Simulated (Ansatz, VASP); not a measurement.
# Eu: VASP beside Ansatz

```
Eu
1.0
     0.00000    2.78930    2.78930
     2.78930    0.00000    2.78930
     2.78930    2.78930    0.00000
Eu
1
Cartesian
  0.0000 0.0000 0.0000
```

Alike in both runs: task single point; functional PBE; k mesh 9 × 9 × 9; occupations fermi-dirac, width 0.08 eV; collinear spin.

|  | VASP | Ansatz |
| --- | --- | --- |
| version | VASP 6.6.1 | Ansatz 0.2.0 |
| potentials or method | VASP PAW PBE potentials, release 64 (Eu) | PAW with Ansatz's default frozen-core files, scalar-relativistic |
| plane-wave cutoff (eV) | 520 | 420 |
| valence electrons in the cell | 17 | 17 |

|  | VASP | Ansatz | Ansatz less VASP |
| --- | --- | --- | --- |
| pressure (GPa) | -0.8 | -0.5 | +0.26 |
| net moment per atom (μB) | 7.42 | 7.43 | +0.016 |
| size of the moment on the site where the two differ most (μB) | 6.70 | 7.14 | +0.439 |

Site moments also hang on the region over which each program counts them.

Spin-orbit coupling is off throughout.
